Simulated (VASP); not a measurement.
Input of a VASP 6.6.1 run:

POSCAR

```
Os
1.0
    2.7360050286      0.0000000000      0.0000000000
   -1.3680025143      2.3694498596      0.0000000000
    0.0000000000      0.0000000000      4.3130597141
Os
2
Direct
    0.3333333333      0.6666666667      0.2500000000
    0.6666666667      0.3333333333      0.7500000000
```

File INCAR.step1:

```
  ALGO = Normal
  EDIFF = 1E-4
  ENCUT = 520
  GGA = PE
  ISMEAR = -1
  LASPH = T
  LCHARG = F
  LREAL = F
  LWAVE = T
  NBANDS = 15
  NELM = 100
  PREC = Accurate
  SIGMA = 0.05
```

File INCAR.step2:

```
  ALGO = Normal
  EDIFF = 1E-6
  ENCUT = 520
  ISIF = 2
  ISMEAR = -1
  ISTART = 1
  LASPH = T
  LCHARG = F
  LMIXTAU = T
  LREAL = F
  LWAVE = F
  METAGGA = R2SCAN
  NBANDS = 15
  NELM = 100
  PREC = Accurate
  SIGMA = 0.05
```

Contents of KPOINTS:

```
k-points
0
Gamma
  20 20 12
```

Potentials or basis: VASP PAW PBE potentials, release 64 (Os).

Command:

```console
$ cat potpaw_PBE.64/Os/POTCAR > POTCAR
$ cp INCAR.step1 INCAR
$ mpirun -np 1 vasp_std > vasp.out
$ cp INCAR.step2 INCAR
$ mpirun -np 1 vasp_std > vasp.out
```

Q: Predict the band gap on the k mesh.

A: Zero (band 8 reaches 11.44 eV, above the bottom of band 9 at 7.30 eV).

Q: What does it give for the pressure?

A: 2.0 GPa.

Caveat: the PAW data sets were made with another functional, which shifts forces and pressure a little; spin-orbit coupling is left out, which moves the levels of the heavy elements.
